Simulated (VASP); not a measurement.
# SnO2 in VASP: further runs

The runs below take SnO2 through single point, relaxation of cell and atoms, with r2SCAN.

Everything below comes from runs of VASP 6.6.1. Logs are shortened: lines on timing, memory, paths and dates and some standing lists are left out, and cuts for length are marked.

## (1) The cell of the first run

Symmetry: Pnnm, No. 58, orthorhombic system. The conventional cell has a = 4.757 Å, b = 4.758 Å, c = 3.200 Å, α = 90.00°, β = 90.00°, γ = 90.00°. Sn (site symmetry 2/m) has 6 O at 2.06 to 2.07 Å within 2.7 Å. O (site symmetry m) has 3 Sn at 2.06 to 2.07 Å and 1 O at 2.62 Å within 2.7 Å.

## (2) Single point, r2SCAN

The input, POSCAR:

```
SnO2
1.0
    4.7574162225      0.0000000000      0.0000000000
    0.0000000000      4.7578755870      0.0000000000
    0.0000000000      0.0000000000      3.1997341780
Sn O
2 4
Direct
    0.5000000000      0.5000000000      0.5000000000
    0.0000000000      0.0000000000      0.0000000000
    0.3045748309      0.3065607620      0.0000000000
    0.8045748309      0.1934392380      0.5000000000
    0.1954251691      0.8065607620      0.5000000000
    0.6954251691      0.6934392380      0.0000000000
```

The input, INCAR.step1:

```
ALGO = Normal ; EDIFF = 1E-4
ENCUT = 520 ; GGA = PE
ISMEAR = 0 ; LASPH = True
LCHARG = False ; LREAL = False
LWAVE = True ; NBANDS = 35
NELM = 60 ; PREC = Accurate
SIGMA = 0.1
```

The input, INCAR.step2:

```
ALGO = Normal ; EDIFF = 1E-6
ENCUT = 520 ; ISIF = 2
ISMEAR = 0 ; ISTART = 1
LASPH = True ; LCHARG = False
LMIXTAU = True ; LREAL = False
LWAVE = False ; METAGGA = R2SCAN
NBANDS = 35 ; NELM = 60
PREC = Accurate ; SIGMA = 0.1
```

The input, KPOINTS:

```
k-points
0
Gamma
  4 4 6
```

Potentials or basis: VASP PAW PBE potentials, release 64 (Sn_d, O).

On the command line:

```bash
> cat potpaw_PBE.64/Sn_d/POTCAR potpaw_PBE.64/O/POTCAR > POTCAR
> cp INCAR.step1 INCAR
> mpirun -np 1 vasp_std > vasp.out
> cp INCAR.step2 INCAR
> mpirun -np 1 vasp_std > vasp.out
```

OUTCAR:

```text
EDIFF = 1E-6
   ENCUT = 520
   ISIF = 2
   ISMEAR = 0
   ISTART = 1
   LASPH = True
   LREAL = False
   METAGGA = R2SCAN
   NELM = 60
   PREC = Accurate

 ion  position               nearest neighbor table
   1  0.500  0.500  0.500-   4 2.06   5 2.06   3 2.07   6 2.07   3 2.07   6 2.07   2 3.73   2 3.73
                             2 3.73   2 3.73   2 3.73   2 3.73   2 3.73   2 3.73
   2  0.000  0.000  0.000-   3 2.06   6 2.06   5 2.07   4 2.07   4 2.07   5 2.07   1 3.73   1 3.73
                             1 3.73   1 3.73   1 3.73   1 3.73   1 3.73   1 3.73
   3  0.305  0.307  0.000-   2 2.06   1 2.07   1 2.07
   4  0.805  0.193  0.500-   1 2.06   2 2.07   2 2.07
   5  0.195  0.807  0.500-   1 2.06   2 2.07   2 2.07
   6  0.695  0.693  0.000-   2 2.06   1 2.07   1 2.07

  LATTYP: Found a simple orthorhombic cell.
 ALAT       =     3.1997341780
 B/A-ratio  =     1.4868160784
 C/A-ratio  =     1.4869596417

  Lattice vectors:

 A1 = (   0.0000000000,   0.0000000000,   3.1997341780)
 A2 = (   4.7574162225,   0.0000000000,   0.0000000000)
 A3 = (   0.0000000000,   4.7578755870,   0.0000000000)

Analysis of symmetry for initial positions (statically):
=====================================================================
 Subroutine PRICEL returns:
 Original cell was already a primitive cell.

 Routine SETGRP: Setting up the symmetry group for a
 simple orthorhombic supercell.

 Subroutine GETGRP returns: Found  8 space group operations
 (whereof  4 operations were pure point group operations)
 out of a pool of  8 trial point group operations.

The static configuration has the point symmetry C_2h.
 The point group associated with its full space group is D_2h.

Analysis of symmetry for dynamics (positions and initial velocities):
=====================================================================
 Subroutine PRICEL returns:
 Original cell was already a primitive cell.

 Routine SETGRP: Setting up the symmetry group for a
 simple orthorhombic supercell.

 Subroutine GETGRP returns: Found  8 space group operations
 (whereof  4 operations were pure point group operations)
 out of a pool of  8 trial point group operations.

The dynamic configuration has the point symmetry C_2h.
 The point group associated with its full space group is D_2h.

 Subroutine INISYM returns: Found  8 space group operations
 (whereof  4 operations are pure point group operations),
 and found     1 'primitive' translations

----------------------------------------------------------------------------------------

                                     Primitive cell

  volume of cell :      72.4266

  direct lattice vectors                    reciprocal lattice vectors
     4.757416222  0.000000000  0.000000000     0.210198131  0.000000000  0.000000000
     0.000000000  4.757875587  0.000000000     0.000000000  0.210177837  0.000000000
     0.000000000  0.000000000  3.199734178     0.000000000  0.000000000  0.312525961

  length of vectors
     4.757416222  4.757875587  3.199734178     0.210198131  0.210177837  0.312525961

  position of ions in fractional coordinates (direct lattice)
     0.500000000  0.500000000  0.500000000
     0.000000000  0.000000000  0.000000000
     0.304574831  0.306560762  0.000000000
     0.804574831  0.193439238  0.500000000
     0.195425169  0.806560762  0.500000000
     0.695425169  0.693439238  0.000000000

  ion indices of the primitive-cell ions
   primitive index   ion index
                 1           1
                 2           2
                 3           3
                 4           4
                 5           5
                 6           6

----------------------------------------------------------------------------------------

 KPOINTS: k-points

Automatic generation of k-mesh.
 Grid dimensions read from file:
 generate k-points for:    4    4    6

 Generating k-lattice:

  Cartesian coordinates                     Fractional coordinates (reciprocal lattice)
     0.052549533  0.000000000  0.000000000     0.250000000  0.000000000  0.000000000
[... 45 lines left out ...]
 Gauss-broadening in eV      SIGMA  =   0.10
  energy-cutoff  :      520.00
  volume of cell :       72.43
 maximum number of plane-waves:      1992
 NGX is ok and might be reduce to    36
   NGX = 17   NGY = 17   NGZ = 11

 number of electron      52.0000003 magnetization

 Free energy of the ion-electron system (eV)
  ---------------------------------------------------
  ext. energy  EPLUGINS =         0.00000000
  ---------------------------------------------------
  free energy    TOTEN  =       -84.62795953 eV

  energy without entropy =      -84.62795953  energy(sigma->0) =      -84.62795953

 E-fermi :   6.0091     XC(G=0): -11.9774

 val. band max:        5.5737793308   @ k =   0.0000   0.0000   0.0000
 cond. band min:       7.3756882564   @ k =   0.0000   0.0000   0.0000
 fundamental gap:      1.8019089255
 Fermi energy:         6.0090763917

 k-point     1 :       0.0000    0.0000    0.0000
  band No.  band energies     occupation
      1     -16.1684      2.00000
      2     -15.2456      2.00000
      3     -14.9494      2.00000
      4     -14.9491      2.00000
      5     -14.9281      2.00000
      6     -14.8945      2.00000
[... 27 lines left out ...]
     34      18.7247      0.00000
     35      19.0134      0.00000

 k-point     2 :       0.2500    0.0000    0.0000
  band No.  band energies     occupation
      1     -16.0624      2.00000
      2     -15.3920      2.00000
      3     -14.9522      2.00000
      4     -14.9461      2.00000
      5     -14.9457      2.00000
      6     -14.9326      2.00000
[... 27 lines left out ...]
     34      18.6430      0.00000
     35      18.9600      0.00000

 k-point     3 :       0.5000    0.0000    0.0000
  band No.  band energies     occupation
      1     -15.7653      2.00000
      2     -15.7653      2.00000
      3     -14.9477      2.00000
      4     -14.9477      2.00000
      5     -14.9425      2.00000
      6     -14.9425      2.00000
[... 27 lines left out ...]
     34      18.8016      0.00000
     35      19.1423      0.00000
[... 723 lines left out ...]
 k-point    23 :       0.2500    0.2500    0.3333
  band No.  band energies     occupation
      1     -15.9560      2.00000
      2     -15.7048      2.00000
      3     -15.5125      2.00000
      4     -14.9956      2.00000
      5     -14.7836      2.00000
      6     -14.7542      2.00000
[... 27 lines left out ...]
     34      18.6345      0.00000
     35      19.0273      0.00000

 k-point    24 :       0.5000    0.2500    0.3333
  band No.  band energies     occupation
      1     -15.8696      2.00000
      2     -15.8696      2.00000
      3     -15.2559      2.00000
      4     -15.2559      2.00000
      5     -14.7707      2.00000
      6     -14.7707      2.00000
[... 27 lines left out ...]
     34      18.1684      0.00000
     35      19.1033      0.00000

 [... further k-points ...]
[... 5 lines left out ...]
  --------------------------------------------------------------------------------------
  -------------------------------------------------------------------------------------
  Total        0.4954424      0.5348285      0.7112356     -0.0000000      0.0000000      0.0000000
  in kB       10.9598765     11.8311517     15.7335215     -0.0000000      0.0000000      0.0000000
  external PRESSURE =      12.8415165 kB  Pullay stress =       0.0000000 kB

 VOLUME and BASIS-vectors are now :
 -----------------------------------------------------------------------------
  energy-cutoff  :      520.00
  volume of cell :       72.43
      direct lattice vectors                 reciprocal lattice vectors
     4.757416222  0.000000000  0.000000000     0.210198131  0.000000000  0.000000000
     0.000000000  4.757875587  0.000000000     0.000000000  0.210177837  0.000000000
     0.000000000  0.000000000  3.199734178     0.000000000  0.000000000  0.312525961

 POSITION                                       TOTAL-FORCE (eV/Angst)
 -----------------------------------------------------------------------------------
      2.37871      2.37894      1.59987         0.000000      0.000000      0.000000
      0.00000      0.00000      0.00000         0.000000      0.000000      0.000000
      1.44899      1.45858      0.00000         0.019687      0.012769      0.000000
      3.82770      0.92036      1.59987         0.019687     -0.012769      0.000000
      0.92972      3.83752      1.59987        -0.019687      0.012769     -0.000000
      3.30843      3.29930      0.00000        -0.019687     -0.012769     -0.000000
 -----------------------------------------------------------------------------------
    total drift:                                0.000000      0.000000      0.000000

  FREE ENERGIE OF THE ION-ELECTRON SYSTEM (eV)
  ---------------------------------------------------
  free  energy   TOTEN  =       -84.6279595313 eV

  energy  without entropy=      -84.6279595313  energy(sigma->0) =      -84.62795953
```

Run time: 2.5 min. Hardware: 1 thread of Intel Xeon Platinum 8488C (Sapphire Rapids), shared host; peak memory 0.22 GiB.

Results:

| Item | Value |
| --- | --- |
| Free energy | -84.6280 eV |
| Pressure | 1.3 GPa |
| Largest force | 0.023 eV/Å |
| Band gap on the k mesh | 1.80 eV |

Forces on the atoms (eV/Å):
```
Sn   0.000  0.000  0.000
Sn   0.000  0.000  0.000
O    0.020  0.013  0.000
O    0.020 -0.013  0.000
O   -0.020  0.013  0.000
O   -0.020 -0.013  0.000
```

Levels at points of the mesh, in eV from the valence-band top:
```csv
k point,band 24,band 25,band 26,band 27,band 28,band 29
"(0.00, 0.00, 0.00)",-0.78,-0.78,0.00,1.80,6.84,7.05
"(0.50, 0.00, 0.00)",-1.17,-0.62,-0.62,5.01,5.01,7.80
"(0.00, 0.50, 0.00)",-1.17,-0.63,-0.63,5.02,5.02,7.84
"(0.50, 0.50, 0.00)",-1.30,-0.92,-0.92,5.47,5.47,8.23
"(0.00, 0.00, 0.50)",-1.67,-1.27,-1.27,6.88,6.88,10.53
"(0.50, 0.00, 0.50)",-1.11,-0.69,-0.69,7.16,7.16,8.87
"(0.00, 0.50, 0.50)",-1.12,-0.68,-0.68,7.15,7.15,8.85
"(0.50, 0.50, 0.50)",-0.95,-0.85,-0.85,5.52,5.52,9.67
```

Caveat: the PAW data sets were made with another functional, which shifts forces and pressure a little; spin-orbit coupling is left out, which moves the levels of the heavy elements.

## (3) Single point, r2SCAN

The input, POSCAR:

```
SnO2
1.0
    4.7585152600      0.0000000000      0.0000000000
    0.0000000000      4.7585903329      0.0000000000
    0.0000000000      0.0000000000      3.2000646726
Sn O
2 4
Direct
    0.5000000000      0.5000000000      0.5000000000
    0.0000000000      0.0000000000      0.0000000000
    0.3058724661      0.3059367097      0.0000000000
    0.8058724661      0.1940632903      0.5000000000
    0.1941275339      0.8059367097      0.5000000000
    0.6941275339      0.6940632903      0.0000000000
```

The input, INCAR.step1:

```
ALGO = Normal
EDIFF = 1E-4
ENCUT = 520
GGA = PE
ISMEAR = 0
LASPH = T
LCHARG = F
LREAL = F
LWAVE = T
NBANDS = 35
NELM = 60
PREC = Accurate
SIGMA = 0.02
```

The input, INCAR.step2:

```
ALGO = Normal
EDIFF = 1E-6
ENCUT = 520
ISIF = 2
ISMEAR = 0
ISTART = 1
LASPH = T
LCHARG = T
LELF = T
LMIXTAU = T
LREAL = F
LVHAR = T
LWAVE = F
METAGGA = R2SCAN
NBANDS = 35
NELM = 60
PREC = Accurate
SIGMA = 0.02
```

The input, KPOINTS:

```
k-points
0
Gamma
  6 6 8
```

Potentials or basis: VASP PAW PBE potentials, release 64 (Sn_d, O).

On the command line:

```bash
> cat potpaw_PBE.64/Sn_d/POTCAR potpaw_PBE.64/O/POTCAR > POTCAR
> cp INCAR.step1 INCAR
> mpirun -np 1 vasp_std > vasp.out
> cp INCAR.step2 INCAR
> mpirun -np 1 vasp_std > vasp.out
```

It took 5.5 min on 1 thread of Intel Xeon Platinum 8488C (Sapphire Rapids), shared host; peak memory 0.28 GiB.

Results (log left out):

* Free energy: -84.6290 eV
* Pressure: 1.3 GPa
* Largest force: 0.030 eV/Å
* Band gap on the k mesh: 1.80 eV

Forces on the atoms (eV/Å):
```
Sn   0.000  0.000  0.000
Sn   0.000  0.000  0.000
O   -0.021 -0.021  0.000
O   -0.021  0.021  0.000
O    0.021 -0.021  0.000
O    0.021  0.021  0.000
```

Stress tensor (GPa, compression positive):
```
1.09 0.00 0.00
0.00 1.09 0.00
0.00 0.00 1.63
```

Levels at points of the mesh, in eV from the valence-band top:
```tsv
k point	band 22	band 23	band 24	band 25	band 26	band 27	band 28	band 29	band 30	band 31
(0.00, 0.00, 0.00)	-1.22	-1.22	-0.78	-0.78	0.00	1.80	6.82	7.05	7.06	11.11
(0.50, 0.00, 0.00)	-1.97	-1.17	-1.17	-0.62	-0.62	5.01	5.01	7.81	7.81	11.90
(0.00, 0.50, 0.00)	-1.97	-1.17	-1.17	-0.62	-0.62	5.01	5.01	7.81	7.81	11.90
(0.50, 0.50, 0.00)	-1.96	-1.30	-1.30	-0.92	-0.92	5.45	5.45	8.22	8.22	11.93
(0.00, 0.00, 0.50)	-2.59	-1.67	-1.67	-1.27	-1.27	6.88	6.88	10.54	10.54	11.56
(0.50, 0.00, 0.50)	-1.73	-1.11	-1.11	-0.69	-0.69	7.16	7.16	8.86	8.86	11.94
(0.00, 0.50, 0.50)	-1.73	-1.11	-1.11	-0.69	-0.69	7.16	7.16	8.86	8.86	11.94
(0.50, 0.50, 0.50)	-2.35	-0.96	-0.96	-0.85	-0.85	5.53	5.53	9.65	9.65	11.92
```

Caveat: the PAW data sets were made with another functional, which shifts forces and pressure a little; spin-orbit coupling is left out, which moves the levels of the heavy elements.

## (4) Relaxation of cell and atoms, r2SCAN

This run uses another cell than the first one, of 12.59 Å³/atom.

The input, POSCAR:

```
SnO2
1.0
    4.7880040000      0.0000000000      0.0000000000
    0.0000000000      4.8665820000      0.0000000000
    0.0000000000      0.0000000000      3.2408980000
Sn O
2 4
Direct
    0.5000000000      0.5000000000      0.5000000000
    0.0000000000      0.0000000000      0.0000000000
    0.2918550000      0.3210420000      0.0000000000
    0.7918550000      0.1789580000      0.5000000000
    0.2081450000      0.8210420000      0.5000000000
    0.7081450000      0.6789580000      0.0000000000
```

The input, INCAR.step1:

```
  ALGO = Normal
  EDIFF = 1E-4
  ENCUT = 600
  GGA = PE
  ISMEAR = 0
  LASPH = T
  LCHARG = F
  LREAL = F
  LWAVE = T
  NELM = 100
  PREC = Accurate
  SIGMA = 0.1
```

The input, INCAR.step2:

```
  ALGO = Normal
  EDIFF = 1E-7
  EDIFFG = -0.05
  ENCUT = 600
  IBRION = 2
  ISIF = 3
  ISMEAR = 0
  ISTART = 1
  LASPH = T
  LCHARG = F
  LMIXTAU = T
  LREAL = F
  LWAVE = F
  METAGGA = R2SCAN
  NELM = 100
  NSW = 100
  PREC = Accurate
  SIGMA = 0.1
```

The input, KPOINTS:

```
k-points
0
Gamma
  4 4 6
```

On the command line:

```bash
> cat potpaw_PBE.64/Sn_d/POTCAR potpaw_PBE.64/O/POTCAR > POTCAR
> cp INCAR.step1 INCAR
> mpirun -np 1 vasp_std > vasp.out
> cp INCAR.step2 INCAR
> mpirun -np 1 vasp_std > vasp.out
```

Run time: 1.6 h. Hardware: 1 thread of Intel Xeon 8259CL, shared host; peak memory 0.28 GiB.

Results (log left out):

```yaml
Free_energy: -84.6521 eV
Relaxed_volume: 12.12 Å³/atom
Relaxed_cell: a = 4.753 Å, b = 4.766 Å, c = 3.211 Å, α = 90.00°, β = 90.00°, γ = 90.00°
Space_group_after_relaxing_to_0.1_Å: P4_2/mnm (No. 136)
Energy_gained_by_relaxing: 13.9 meV/atom
Ionic_steps: 17
Pressure_after_relaxing: 0.1 GPa
Largest_force_after_relaxing: 0.031 eV/Å
Band_gap_on_the_k_mesh: 1.75 eV
```

Forces on the atoms (eV/Å):
```
Sn   0.000  0.000  0.000
Sn   0.000  0.000  0.000
O   -0.016 -0.027  0.000
O   -0.016  0.027  0.000
O    0.016 -0.027  0.000
O    0.016  0.027  0.000
```

Stress tensor (GPa, compression positive):
```
 0.32  0.00  0.00
 0.00  0.22  0.00
 0.00  0.00 -0.12
```

Step by step:
| step | energy change (eV) | largest force (eV/Å) | pressure (GPa) | volume (Å³) |
| --- | --- | --- | --- | --- |
| 1 | 0.0000 | 0.1181 | -7.46 | 75.52 |
| 2 | 0.0617 | 0.3927 | 12.09 | 69.29 |
| 3 | -0.0672 | 0.1490 | -0.17 | 72.81 |
| 4 | -0.0672 | 0.1516 | 0.00 | 72.76 |
| 5 | -0.0707 | 0.0718 | 0.09 | 72.61 |
| 6 | -0.0708 | 0.0795 | 0.11 | 72.58 |
| 7 | -0.0719 | 0.0740 | -0.03 | 72.64 |
| 8 | -0.0745 | 0.0599 | -0.46 | 72.81 |
| 9 | -0.0756 | 0.0541 | -1.36 | 73.14 |
| 10 | -0.0758 | 0.0521 | -1.09 | 73.04 |
| 11 | -0.0762 | 0.0525 | -1.03 | 73.03 |
| 12 | -0.0771 | 0.0553 | -0.84 | 72.97 |
| 13 | -0.0787 | 0.0665 | -0.46 | 72.86 |
| 14 | -0.0802 | 0.1014 | 0.30 | 72.65 |
| 15 | -0.0803 | 0.1116 | 0.49 | 72.59 |
| 16 | -0.0813 | 0.0913 | 0.40 | 72.63 |
| 17 | -0.0832 | 0.0310 | 0.14 | 72.73 |

Final structure:
```
Sn O
1.0
     4.75278    0.00000    0.00000
     0.00000    4.76611    0.00000
     0.00000    0.00000    3.21070
Sn O
2 4
Cartesian
  2.3764 2.3831 1.6053
  4.7528 0.0000 0.0000
  1.4463 1.4671 0.0000
  3.8227 0.9160 1.6053
  0.9301 3.8502 1.6053
  3.3065 3.2990 3.2107
```

Levels at points of the mesh, in eV from the valence-band top:
```csv
k point,band 24,band 25,band 26,band 27,band 28,band 29
"(0.00, 0.00, 0.00)",-0.77,-0.76,0.00,1.75,6.75,7.00
"(0.50, 0.00, 0.00)",-1.18,-0.61,-0.61,4.96,4.96,7.73
"(0.00, 0.50, 0.00)",-1.17,-0.62,-0.62,4.98,4.98,7.80
"(0.50, 0.50, 0.00)",-1.30,-0.91,-0.91,5.40,5.40,8.18
"(0.00, 0.00, 0.50)",-1.66,-1.26,-1.26,6.84,6.84,10.52
"(0.50, 0.00, 0.50)",-1.08,-0.69,-0.69,7.12,7.12,8.86
"(0.00, 0.50, 0.50)",-1.11,-0.67,-0.67,7.11,7.11,8.83
"(0.50, 0.50, 0.50)",-0.95,-0.84,-0.84,5.51,5.51,9.63
```

Caveat: the PAW data sets were made with another functional, which shifts forces and pressure a little; spin-orbit coupling is left out, which moves the levels of the heavy elements; the relaxation stopped at a loose force limit of 0.05 eV/Å, so its end isn't a converged minimum.

## (5) Summary

```csv
task,cell,k mesh,cutoff (eV),smearing,gap on the mesh (eV),pressure (GPa),largest force (eV/Å)
single point,"a = 4.757, b = 4.758, c = 3.200 Å, 6 atoms, atomic positions A",4 × 4 × 6,520,gaussian 0.1 eV,1.80,1.3,0.02
single point,"a = 4.759, b = 4.759, c = 3.200 Å, 6 atoms, atomic positions A",6 × 6 × 8,520,gaussian 0.02 eV,1.80,1.3,0.03
relaxation of cell and atoms,"relaxed from a = 4.788, b = 4.867, c = 3.241 Å, 6 atoms, atomic positions B",4 × 4 × 6,600,gaussian 0.1 eV,1.75,0.1,0.03
```

Alike in all rows: level r2SCAN; potentials or basis VASP PAW PBE potentials, release 64 (Sn_d, O); no spin polarisation.

Caveats: the PAW data sets were made with another functional, which shifts forces and pressure a little; spin-orbit coupling is left out, which moves the levels of the heavy elements; the relaxation stopped at a loose force limit of 0.05 eV/Å, so its end isn't a converged minimum (at least some runs).

Total energies depend on the potentials used, so only differences within one code and one set of settings carry meaning.
